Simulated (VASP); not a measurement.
V:

```
CELL_PARAMETERS angstrom
-1.57489 1.57489 1.57489
1.57489 -1.57489 1.57489
1.57489 1.57489 -1.57489
ATOMIC_POSITIONS crystal
V 0.00000 0.00000 0.00000
```

| Item | Value |
| --- | --- |
| Program | VASP 6.6.1 |
| Task | relaxation of cell and atoms |
| Functional | r2SCAN |
| Potentials or basis | VASP PAW PBE potentials, release 64 (V_sv) |
| Cutoff | 600 eV |
| k mesh | 8 × 8 × 8 |
| Occupations | gaussian, width 0.1 eV |
| Spin | collinear spin, ferromagnetic start |
| Starting moments | [0.58] μB |

At the start: pressure -21.1 GPa; volume 15.62 Å³/atom.

Question: How do energy, volume and symmetry change on relaxing?

Answer: Over 4 steps the energy falls by 182.4 meV/atom and the volume is 13.23 Å³/atom (-15.3 %); space group Im-3m (No. 229, to 0.1 Å) before and after; moment 0.00 μB per cell.

The path:
| step | energy change (eV) | largest force (eV/Å) | pressure (GPa) | volume (Å³) |
| --- | --- | --- | --- | --- |
| 1 | 0.0000 | 0.0000 | -21.07 | 15.62 |
| 2 | 0.0016 | 0.0000 | 37.59 | 11.42 |
| 3 | -0.1821 | 0.0000 | -0.99 | 13.29 |
| 4 | -0.1824 | 0.0000 | -0.18 | 13.23 |

Final structure:
```yaml
crystal:
  lattice:
    - [-1.48982, 1.48982, 1.48982]
    - [1.48982, -1.48982, 1.48982]
    - [1.48982, 1.48982, -1.48982]
  atoms:
    - { symbol: V, position: [0.00000, 0.00000, 0.00000] }
```

Caveat: the volume moved by over 15 % at a fixed basis, so the end points are rough; the moments typed at the start vanished in this run; the PAW data sets were made with another functional, which shifts forces and pressure a little.
